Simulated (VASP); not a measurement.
EuBi: single point with PBE

The system is EuBi.

```
Eu Bi
1.0
     5.42363    0.00000    0.00000
     0.00000    5.42363    0.00000
     0.00000    0.00000    4.45012
Eu Bi
2 2
Cartesian
  2.7118 0.0000 2.2249
  0.0000 2.7118 2.2252
  0.0000 0.0000 0.0000
  2.7118 2.7118 0.0000
```

* Program: VASP 6.6.1
* Task: single point
* Functional: PBE
* Potentials or basis: VASP PAW PBE potentials, release 64 (Eu, Bi_d)
* Cutoff: 690 eV
* k mesh: 6 × 6 × 8
* Occupations: gaussian, width 0.05 eV
* Spin: no spin polarisation
* Dipole correction: no
* Second try: not_converged
* Further INCAR settings: ALGO = All; EDIFF = 1e-06; NBANDS = 40

```json
{
 "Pressure": "-2.9 GPa",
 "Band gap on the k mesh": "zero (bands 32 and 33 overlap by 0.04 eV)"
}
```

Stress tensor (GPa, compression positive):
```
-2.09  0.00  0.00
 0.00 -2.09  0.00
 0.00  0.00 -4.50
```

Levels at points of the mesh, in eV from the Fermi level:
| k point | band 29 | band 30 | band 31 | band 32 | band 33 | band 34 | band 35 | band 36 |
| --- | --- | --- | --- | --- | --- | --- | --- | --- |
| (0.00, 0.00, 0.00) | -0.16 | -0.06 | -0.02 | -0.02 | 0.05 | 0.09 | 0.09 | 0.11 |
| (0.50, 0.00, 0.00) | -0.15 | -0.15 | -0.03 | -0.03 | 0.02 | 0.02 | 0.04 | 0.04 |
| (0.50, 0.50, 0.00) | -0.10 | -0.10 | -0.09 | -0.09 | 0.08 | 0.08 | 0.16 | 0.16 |
| (0.00, 0.00, 0.50) | -0.06 | -0.04 | 0.00 | 0.00 | 0.04 | 0.04 | 0.04 | 0.04 |
| (0.50, 0.00, 0.50) | -0.14 | -0.14 | -0.02 | -0.02 | 0.01 | 0.01 | 0.05 | 0.05 |
| (0.50, 0.50, 0.50) | -0.17 | -0.17 | -0.08 | -0.08 | -0.01 | -0.01 | 0.09 | 0.09 |

Run time: 4.9 min on 4 MPI ranks on Intel(R) Xeon(R) 6975P-C (Granite Rapids), on a shared host, peak memory 0.89 GiB a rank.

Caveat: spin-orbit coupling is left out, which moves the levels of the heavy elements; semilocal functionals describe open f shells poorly, which spoils levels, moments and volumes. Spin polarisation is off, so any magnetic state and its effect on volume and gap are missing.
